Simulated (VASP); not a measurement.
Crystal: Bi2Se3.

```
Bi Se
1.0
     2.07118    1.19580    9.75432
    -2.07118    1.19580    9.75432
     0.00000   -2.39160    9.75432
Bi Se
2 3
Cartesian
  0.0000 0.0000 11.6860
  0.0000 0.0000 17.5770
  0.0000 0.0000 6.2658
  0.0000 0.0000 22.9972
  0.0000 0.0000 0.0000
```

Base run:

```yaml
Program: VASP 6.6.1
Functional: PBE
Potentials_or_basis: VASP PAW PBE potentials, release 64 (Bi_d, Se)
Cutoff: 520 eV
k_mesh: 6 × 6 × 6
Occupations: gaussian, width 0.01 eV
Spin: no spin polarisation
```

Its results: band gap on the k mesh 0.35 eV; pressure 2.1 GPa; largest force 0.197 eV/Å.

**Question.** The run is repeated on the same cell with these changes: functional from PBE to r2SCAN. What comes out?

**Answer.** Band gap on the k mesh 0.62 eV; pressure 0.9 GPa; largest force 0.017 eV/Å.

Caveats: spin-orbit coupling is left out, which moves the levels of the heavy elements; the PAW data sets were made with another functional, which shifts forces and pressure a little (at least some runs).

A k mesh can miss the band edges.
